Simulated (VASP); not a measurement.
# CuPd4: relaxation of the atoms with LDA

CuPd4, a slab with vacuum:

```
Pd Cu
1.0
     2.71455    0.00000    0.00000
     0.00000    2.71455    0.00000
     0.00000    0.00000   24.75842
Pd Cu
4 1
Direct
  0.50000 0.50000 0.34332
  0.00000 0.00000 0.42085
  0.50000 0.50000 0.49803
  0.00000 0.00000 0.57411
  0.00000 0.50000 0.66943
```

```yaml
Program: VASP 6.6.1
Task: relaxation of the atoms
Functional: LDA
Potentials_or_basis: VASP PAW LDA potentials, release 64 (Pd, Cu)
Cutoff: 520 eV
k_mesh: 11 × 11 × 1
Occupations: gaussian, width 0.1 eV
Spin: no spin polarisation
Dipole_correction: yes
Atoms_held_fixed_from_0: "[0, 1]"
Further_INCAR_settings: ALGO = Normal; EDIFF = 1e-07; NELMDL = -8; IBRION = 2; EDIFFG = -0.03; NSW = 90
```

| Item | Value |
| --- | --- |
| Energy gained by relaxing | 44.3 meV/atom |
| Ionic steps | 13 |
| Band gap on the k mesh | zero (an odd number of electrons rules out a gap without spin polarisation) |

Step by step:
```csv
step,energy change (eV),largest force on free atoms (eV/Å),pressure (GPa)
1,0.0000,1.3026,-3.46
2,-0.1175,0.8944,-3.65
3,-0.1777,0.7240,-3.46
4,-0.1780,0.6921,-3.50
5,-0.2053,0.3014,-3.36
6,-0.2100,0.3161,-3.24
7,-0.2137,0.1029,-3.23
8,-0.2137,0.1082,-3.23
9,-0.2152,0.1070,-3.18
10,-0.2184,0.1009,-3.00
11,-0.2199,0.1447,-2.63
12,-0.2202,0.0971,-2.74
13,-0.2214,0.0047,-2.57
```

Final structure:
```xyz
5
Lattice="2.7145 0.0000 0.0000 0.0000 2.7145 0.0000 0.0000 0.0000 24.7584" Properties=species:S:1:pos:R:3 pbc="T T T"
Pd    1.3573    1.3573    8.5000
Pd    0.0000    0.0000   10.4195
Pd    1.3573    1.3573   12.3443
Pd    0.0000    0.0000   14.2743
Cu    0.0000    1.3573   16.3204
```

Levels at points of the mesh, in eV from the Fermi level:
```tsv
k point	band 24	band 25	band 26	band 27	band 28	band 29
(0.00, 0.00, 0.00)	-0.65	-0.51	-0.25	-0.01	0.09	0.12
```

Wall time 74 min on 1 thread of Intel Xeon 8259CL, with other jobs on the host, peak memory 0.35 GiB.
